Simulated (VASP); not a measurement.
Here is a VASP 6.6.1 calculation.

The input INCAR:

```
SYSTEM = Y3Ge6S
ALGO     = Normal         ! electronic algorithm
EDIFF    = 1E-6           ! SCF threshold, eV
EDIFFG   = -0.04          ! ionic threshold
ENCUT    = 600            ! plane-wave cutoff, eV
GGA      = PE             ! functional
IBRION   = 2              ! ionic algorithm
ISIF     = 3              ! what is computed and relaxed
ISMEAR   = 0              ! smearing method
LASPH    = .True.         ! aspherical terms in the spheres
LCHARG   = .False.        ! write CHGCAR
LREAL    = .False.        ! projectors in reciprocal space
LWAVE    = .False.        ! write WAVECAR
NELM     = 80             ! most SCF steps
NSW      = 90             ! ionic steps
PREC     = Accurate       ! precision mode
SIGMA    = 0.1            ! smearing width, eV
```

KPOINTS

```
k-points
0
Gamma
  4 4 4
  0 0 0
```

POSCAR

```
Y3Ge6S
1.0
    0.0000000000      4.8708782600      4.8708782600
    4.8708782600      0.0000000000      4.8708782600
    4.8708782600      4.8708782600      0.0000000000
Y Ge S
3 6 1
Direct
    0.5000000000      0.5000000000      0.5000000000
    0.2500000000      0.2500000000      0.2500000000
    0.7500000000      0.7500000000      0.7500000000
    0.7479426600      0.2520573400      0.2520573400
    0.2520573400      0.7479426600      0.7479426600
    0.2520573400      0.7479426600      0.2520573400
    0.7479426600      0.2520573400      0.7479426600
    0.2520573400      0.2520573400      0.7479426600
    0.7479426600      0.7479426600      0.2520573400
    0.0000000000      0.0000000000      0.0000000000
```

Potentials or basis: VASP PAW PBE potentials, release 64 (Y_sv, Ge_d, S).

Command:

```console
$ cat potpaw_PBE.64/Y_sv/POTCAR potpaw_PBE.64/Ge_d/POTCAR potpaw_PBE.64/S/POTCAR > POTCAR
$ mpirun -np 1 vasp_std > vasp.out
```

Estimate the relaxed cell.

a = 7.058 Å, b = 7.058 Å, c = 7.058 Å, α = 60.00°, β = 60.00°, γ = 60.00°.

Predict the band gap on the k mesh.

zero (an odd number of electrons rules out a gap without spin polarisation).

Predict the space group after relaxing (to 0.1 Å).

Fm-3m (No. 225).

What does it give for the relaxed volume?

24.86 Å³/atom.

Forces on the atoms (eV/Å):
```
Y    0.000  0.000  0.000
Y    0.000  0.000  0.000
Y    0.000  0.000  0.000
Ge   0.003  0.000  0.000
Ge  -0.003  0.000  0.000
Ge   0.000  0.003  0.000
Ge   0.000 -0.003  0.000
Ge   0.000  0.000  0.003
Ge   0.000  0.000 -0.003
S    0.000  0.000  0.000
```
